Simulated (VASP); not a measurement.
# Co (I4/mmm) in VASP: single point with LDA

Aim: the single point of Co with LDA.

Program: VASP 6.6.1. These are calculated values, not measurements. Logs are shortened: lines on timing, memory, paths and dates and some standing lists are left out, and cuts for length are marked.

### Step 1. The cell of the first run

The typed cell holds 2 atoms: a = 2.385 Å, b = 2.385 Å, c = 3.372 Å, α = 90.00°, β = 90.00°, γ = 90.00°.

This isn't the form of Co at room conditions, which is hcp.

### Step 2. Single point, LDA, collinear spin, ferromagnetic start (9.59 Å³/atom)

Contents of INCAR:

```
ALGO = Normal ; EDIFF = 1E-6
ENCUT = 690 ; GGA_COMPAT = F
ISIF = 2 ; ISMEAR = -1
ISPIN = 2 ; LASPH = T
LCHARG = T ; LELF = T
LMAXMIX = 4 ; LORBIT = 11
LREAL = F ; LVHAR = T
LWAVE = F ; MAGMOM = 1.538 1.538
NBANDS = 28 ; NELM = 200
PREC = Accurate ; SIGMA = 0.05
```

Contents of KPOINTS:

```
k-points
0
Gamma
  15 15 11
```

Contents of POSCAR:

```
Co
1.0
    2.3850572788      0.0000000000      0.0000000000
    0.0000000000      2.3850572788      0.0000000000
    0.0000000000      0.0000000000      3.3718840527
Co
2
Direct
    0.0000000000      0.0000000000      0.0000000000
    0.5000000000      0.5000000000      0.5000000000
```

Potentials or basis: VASP PAW LDA potentials, release 64 (Co_sv).

The run is started by

```sh
$ cat potpaw_LDA.64/Co_sv/POTCAR > POTCAR
$ mpirun -np 1 vasp_std > vasp.out
```

OUTCAR:

```text
EDIFF = 1E-6
   ENCUT = 690
   ISIF = 2
   ISMEAR = -1
   ISPIN = 2
   LASPH = T
   LORBIT = 11
   LREAL = F
   NELM = 200
   PREC = Accurate

 ion  position               nearest neighbor table
   1  0.000  0.000  0.000-   2 2.38   2 2.38   2 2.38   2 2.38   2 2.38   2 2.38   2 2.38   2 2.38

   2  0.500  0.500  0.500-   1 2.38   1 2.38   1 2.38   1 2.38   1 2.38   1 2.38   1 2.38   1 2.38

  LATTYP: Found a simple tetragonal cell.
 ALAT       =     2.3850572788
 C/A-ratio  =     1.4137539097

  Lattice vectors:

 A1 = (   2.3850572788,   0.0000000000,   0.0000000000)
 A2 = (   0.0000000000,   2.3850572788,   0.0000000000)
 A3 = (   0.0000000000,   0.0000000000,   3.3718840527)

Analysis of symmetry for initial positions (statically):
=====================================================================
 Subroutine PRICEL returns following result:

  LATTYP: Found a body centered tetragonal cell.
 ALAT       =     2.3850572788
 C/A-ratio  =     1.4137539097

  Lattice vectors:

 A1 = (  -1.1925286394,  -1.1925286394,  -1.6859420264)
 A2 = (   1.1925286394,   1.1925286394,  -1.6859420263)
 A3 = (   1.1925286394,  -1.1925286394,   1.6859420264)

   2 primitive cells build up your supercell.

 Routine SETGRP: Setting up the symmetry group for a
 simple tetragonal supercell.

 Subroutine GETGRP returns: Found 16 space group operations
 (whereof 16 operations were pure point group operations)
 out of a pool of 16 trial point group operations.

The static configuration has the point symmetry D_4h.

Analysis of symmetry for dynamics (positions and initial velocities):
=====================================================================
 Subroutine PRICEL returns following result:

  LATTYP: Found a body centered tetragonal cell.
 ALAT       =     2.3850572788
 C/A-ratio  =     1.4137539097

  Lattice vectors:

 A1 = (  -1.1925286394,  -1.1925286394,  -1.6859420264)
 A2 = (   1.1925286394,   1.1925286394,  -1.6859420263)
 A3 = (   1.1925286394,  -1.1925286394,   1.6859420264)

   2 primitive cells build up your supercell.

 Routine SETGRP: Setting up the symmetry group for a
 simple tetragonal supercell.

 Subroutine GETGRP returns: Found 16 space group operations
 (whereof 16 operations were pure point group operations)
 out of a pool of 16 trial point group operations.

The dynamic configuration has the point symmetry D_4h.

Analysis of structural, dynamic, and magnetic symmetry:
=====================================================================
 Subroutine PRICEL returns following result:

  LATTYP: Found a body centered tetragonal cell.
 ALAT       =     2.3850572788
 C/A-ratio  =     1.4137539097

  Lattice vectors:

 A1 = (  -1.1925286394,  -1.1925286394,  -1.6859420264)
 A2 = (   1.1925286394,   1.1925286394,  -1.6859420263)
 A3 = (   1.1925286394,  -1.1925286394,   1.6859420264)

   2 primitive cells build up your supercell.

 Routine SETGRP: Setting up the symmetry group for a
 simple tetragonal supercell.

 Subroutine GETGRP returns: Found 16 space group operations
 (whereof 16 operations were pure point group operations)
 out of a pool of 16 trial point group operations.

The overall configuration has the point symmetry D_4h.

 Subroutine INISYM returns: Found 16 space group operations
 (whereof 16 operations are pure point group operations),
 and found     2 'primitive' translations

----------------------------------------------------------------------------------------

                                     Primitive cell

  volume of cell :       9.5905

  direct lattice vectors                    reciprocal lattice vectors
    -1.192528639 -1.192528639 -1.685942026     0.000000000 -0.419277142 -0.296570103
     1.192528639  1.192528639 -1.685942026     0.419277142  0.000000000 -0.296570103
     1.192528639 -1.192528639  1.685942026     0.419277142 -0.419277142  0.000000000

  length of vectors
     2.384669710  2.384669710  2.384669710     0.513563188  0.513563188  0.592947421

  position of ions in fractional coordinates (direct lattice)
     0.000000000  0.000000000  0.000000000

  ion indices of the primitive-cell ions
   primitive index   ion index
                 1           1

----------------------------------------------------------------------------------------

 KPOINTS: k-points

Automatic generation of k-mesh.
 Grid dimensions read from file:
 generate k-points for:   15   15   11

 Generating k-lattice:

  Cartesian coordinates                     Fractional coordinates (reciprocal lattice)
     0.027951809  0.000000000  0.000000000     0.066666667  0.000000000  0.000000000
     0.000000000  0.027951809  0.000000000     0.000000000  0.066666667  0.000000000
     0.000000000  0.000000000  0.026960918     0.000000000  0.000000000  0.090909091

  Length of vectors
     0.027951809  0.027951809  0.026960918

  Shift w.r.t. Gamma in fractional coordinates (k-lattice)
     0.000000000  0.000000000  0.000000000

 Subroutine IBZKPT returns following result:
 ===========================================

 Found    216 irreducible k-points:

 Following reciprocal coordinates:
            Coordinates               Weight
  0.000000  0.000000  0.000000      1.000000
  0.066667  0.000000  0.000000      4.000000
  0.133333  0.000000  0.000000      4.000000
  0.200000  0.000000  0.000000      4.000000
  0.266667  0.000000  0.000000      4.000000
  0.333333  0.000000  0.000000      4.000000
[... 16 lines left out ...]
  0.266667  0.200000  0.000000      8.000000
  0.333333  0.200000  0.000000      8.000000
 [... further k-points ...]
   k-points           NKPTS =    216   k-points in BZ     NKDIM =    216   number of bands    NBANDS=     28
   number of dos      NEDOS =    301   number of ions     NIONS =      2
   total plane-waves  NPLWV =  12000
   dimension x,y,z NGX =    20 NGY =   20 NGZ =   30
   dimension x,y,z NGXF=    40 NGYF=   40 NGZF=   60
   ions per type =               2
   NGX,Y,Z   is equivalent  to a cutoff of  13.94, 13.94, 14.79 a.u.
   NGXF,Y,Z  is equivalent  to a cutoff of  27.88, 27.88, 29.58 a.u.
 SYSTEM =  unknown system
   PREC   = accura    normal or accurate (medium, high low for compatibility)
   ISTART =      0    job   : 0-new  1-cont  2-samecut
   ICHARG =      2    charge: 1-file 2-atom 10-const
   ISPIN  =      2    spin polarized calculation?
   LNONCOLLINEAR =      F non collinear calculations
   LSORBIT =      F    spin-orbit coupling
   LASPH  =      T    aspherical Exc in radial PAW
   ENCUT  =  690.0 eV  50.71 Ry    7.12 a.u.   5.11  5.11  7.22*2*pi/ulx,y,z
   NELM   =    200;   NELMIN=  2; NELMDL= -5     # of ELM steps
   EDIFF  = 0.1E-05   stopping-criterion for ELM
   LREAL  =      F    real-space projection
   EDIFFG = 0.1E-04   stopping-criterion for IOM
   NSW    =      0    number of steps for IOM
   IBRION =     -1    ionic relax: 0-MD 1-quasi-New 2-CG
   NFREE  =      0    steps in history (QN), initial steepest desc. (CG)
   ISIF   =      2    stress and relaxation
   ISYM   =      2    0-nonsym 1-usesym 2-fastsym
   POTIM  = 0.5000    time-step for ionic-motion
   TEBEG  =    0.0;   TEEND  =   0.0 temperature during run
   PSTRESS=    0.0 pullay stress
   NELECT =      34.0000    total number of electrons
   NUPDOWN=      -1.0000    fix difference up-down
   EMIN   =  10.00;   EMAX   =-10.00  energy-range for DOS
   EFERMI =   0.00;   METHOD = LEGACY
   ISMEAR =    -1;   SIGMA  =   0.05  broadening in eV -4-tet -1-fermi 0-gaus
   EFERMI_NEDOS =   21; number of points for ismear=-14 and -15
   IALGO  =     38    algorithm
   IMIX   =      4    mixing-type and parameters
     AMIX     =   0.40;   BMIX     =  1.00
     AMIX_MAG =   1.60;   BMIX_MAG =  1.00
  volume/ion in A,a.u.               =       9.59        64.72
  Fermi-wavevector in a.u.,A,eV,Ry     =   1.981273  3.744064 53.408906  3.925444
  Thomas-Fermi vector in A             =   3.001415
   LORBIT       =     11    0 simple, 1 ext, 2 COOP (PROOUT), +10 PAW based schemes
   GGA     = CA    functional components
   LHFCALC =     F    Hartree Fock is set to
   AEXX    =    0.0000 exact exchange contribution
   IVDW    =     0    specifies the selected vdW correction
   LEPSILON=     F    determine dielectric tensor
   LRPA    =     F    only Hartree local field effects (RPA)
 spin polarized calculation
  energy-cutoff  :      690.00
  volume of cell :       19.18
 maximum number of plane-waves:       804
   NGX = 11   NGY = 11   NGZ = 15

 number of electron      33.9999977 magnetization       2.8213881

 Free energy of the ion-electron system (eV)
  ---------------------------------------------------
  ext. energy  EPLUGINS =         0.00000000
  ---------------------------------------------------
  free energy    TOTEN  =       -16.27595301 eV

  energy without entropy =      -16.25083826  energy(sigma->0) =      -16.26339563

 E-fermi :  13.6216     XC(G=0): -15.1271

 val. band max:       13.6209680906   @ k =   0.3333   0.2000   0.0909
 cond. band min:      13.6217805599   @ k =   0.4667   0.4667   0.0909
 fundamental gap:      0.0008124693
 Fermi energy:        13.6216254987

 spin component 1

 k-point     1 :       0.0000    0.0000    0.0000
  band No.  band energies     occupation
      1     -81.3122      1.00000
      2     -81.1810      1.00000
      3     -45.3193      1.00000
      4     -45.0218      1.00000
      5     -45.0218      1.00000
      6     -44.8373      1.00000
[... 20 lines left out ...]
     27      42.8573      0.00000
     28      42.8618      0.00000

 k-point     2 :       0.0667    0.0000    0.0000
  band No.  band energies     occupation
      1     -81.3093      1.00000
      2     -81.1810      1.00000
      3     -45.3129      1.00000
      4     -45.0320      1.00000
      5     -45.0188      1.00000
      6     -44.8494      1.00000
[... 20 lines left out ...]
     27      41.4553      0.00000
     28      42.1965      0.00000

 k-point     3 :       0.1333    0.0000    0.0000
  band No.  band energies     occupation
      1     -81.3011      1.00000
      2     -81.1812      1.00000
      3     -45.2941      1.00000
      4     -45.0598      1.00000
      5     -45.0101      1.00000
      6     -44.8889      1.00000
[... 616 lines left out ...]
      3     -45.1850      1.00000
      4     -45.1602      1.00000
      5     -45.0641      1.00000
      6     -45.0209      1.00000
[... 20 lines left out ...]
     27      37.1361      0.00000
     28      43.9236      0.00000

 k-point    24 :       0.3333    0.2000    0.0000
  band No.  band energies     occupation
      1     -81.2373      1.00000
      2     -81.1840      1.00000
      3     -45.1967      1.00000
      4     -45.1467      1.00000
      5     -45.1254      1.00000
      6     -45.0070      1.00000
[... 20 lines left out ...]
     27      38.0558      0.00000
     28      43.6452      0.00000

 [... further k-points ...]

 spin component 2

 k-point     1 :       0.0000    0.0000    0.0000
  band No.  band energies     occupation
      1     -79.6659      1.00000
      2     -79.5275      1.00000
      3     -43.7427      1.00000
      4     -43.4281      1.00000
      5     -43.4281      1.00000
      6     -43.2310      1.00000
[... 20 lines left out ...]
     27      43.0614      0.00000
     28      43.0683      0.00000

 k-point     2 :       0.0667    0.0000    0.0000
  band No.  band energies     occupation
      1     -79.6628      1.00000
      2     -79.5275      1.00000
      3     -43.7359      1.00000
      4     -43.4389      1.00000
      5     -43.4249      1.00000
      6     -43.2456      1.00000
[... 20 lines left out ...]
     27      41.6909      0.00000
     28      42.4612      0.00000

 k-point     3 :       0.1333    0.0000    0.0000
  band No.  band energies     occupation
      1     -79.6541      1.00000
      2     -79.5277      1.00000
      3     -43.7160      1.00000
      4     -43.4686      1.00000
      5     -43.4156      1.00000
      6     -43.2878      1.00000
[... 616 lines left out ...]
      3     -43.5996      1.00000
      4     -43.5757      1.00000
      5     -43.4744      1.00000
      6     -43.4273      1.00000
[... 20 lines left out ...]
     27      37.5223      0.00000
     28      44.4395      0.00000

 k-point    24 :       0.3333    0.2000    0.0000
  band No.  band energies     occupation
      1     -79.5868      1.00000
      2     -79.5306      1.00000
      3     -43.6147      1.00000
      4     -43.5588      1.00000
      5     -43.5395      1.00000
      6     -43.4126      1.00000
[... 20 lines left out ...]
     27      38.4408      0.00000
     28      44.1051      0.00000

 [... further k-points ...]
[... 5 lines left out ...]
  --------------------------------------------------------------------------------------
  -------------------------------------------------------------------------------------
  Total        1.3619862      1.3619862      1.4027003      0.0000000      0.0000000     -0.0000000
  in kB      113.7661411    113.7661411    117.1669754      0.0000000      0.0000000     -0.0000000
  external PRESSURE =     114.8997525 kB  Pullay stress =       0.0000000 kB

 VOLUME and BASIS-vectors are now :
 -----------------------------------------------------------------------------
  energy-cutoff  :      690.00
  volume of cell :       19.18
      direct lattice vectors                 reciprocal lattice vectors
     2.385057279  0.000000000  0.000000000     0.419277142  0.000000000  0.000000000
     0.000000000  2.385057279  0.000000000     0.000000000  0.419277142  0.000000000
     0.000000000  0.000000000  3.371884053     0.000000000  0.000000000  0.296570103

 POSITION                                       TOTAL-FORCE (eV/Angst)
 -----------------------------------------------------------------------------------
      0.00000      0.00000      0.00000        -0.000000     -0.000000     -0.000000
      1.19253      1.19253      1.68594         0.000000      0.000000      0.000000
 -----------------------------------------------------------------------------------
    total drift:                               -0.000000      0.000000      0.000000

  FREE ENERGIE OF THE ION-ELECTRON SYSTEM (eV)
  ---------------------------------------------------
  free  energy   TOTEN  =       -16.2759530099 eV

  energy  without entropy=      -16.2508382594  energy(sigma->0) =      -16.26339563

 total charge

# of ion       s       p       d       tot
------------------------------------------
    1        2.275   6.152   6.749  15.176
    2        2.275   6.152   6.749  15.176
--------------------------------------------------
tot          4.551  12.304  13.498  30.353

 magnetization (x)

# of ion       s       p       d       tot
------------------------------------------
    1       -0.004  -0.009   1.446   1.433
    2       -0.004  -0.009   1.446   1.433
--------------------------------------------------
tot         -0.009  -0.018   2.892   2.865
```

Run time: 6.9 min. Hardware: 1 thread of Intel Xeon Platinum 8259CL at 2.50GHz (Skylake/Cascade Lake), shared host; peak memory 0.3 GiB.

Results:

* Free energy: -16.2760 eV
* Pressure: 11.5 GPa
* Net moment: 2.82 μB per cell
* Site moments: Co +1.43 μB
* Valence electrons inside the program's atomic spheres: Co 15.18

Stress tensor (GPa, compression positive):
```
11.38  0.00  0.00
 0.00 11.38  0.00
 0.00  0.00 11.72
```

Levels at points of the mesh, in eV from the Fermi level:
Spin up:
```csv
k point,band 15,band 16,band 17,band 18,band 19,band 20,band 21,band 22
"(0.00, 0.00, 0.00)",-1.29,-1.29,-0.31,0.03,0.03,2.79,11.11,16.16
```
Spin down:
```
           k point  band 13  band 14  band 15  band 16  band 17  band 18  band 19  band 20
(0.00, 0.00, 0.00)    -1.42    -1.42     0.20     0.20     1.26     1.53     1.53     3.00
```

Caveat: the cell stands under pressure.
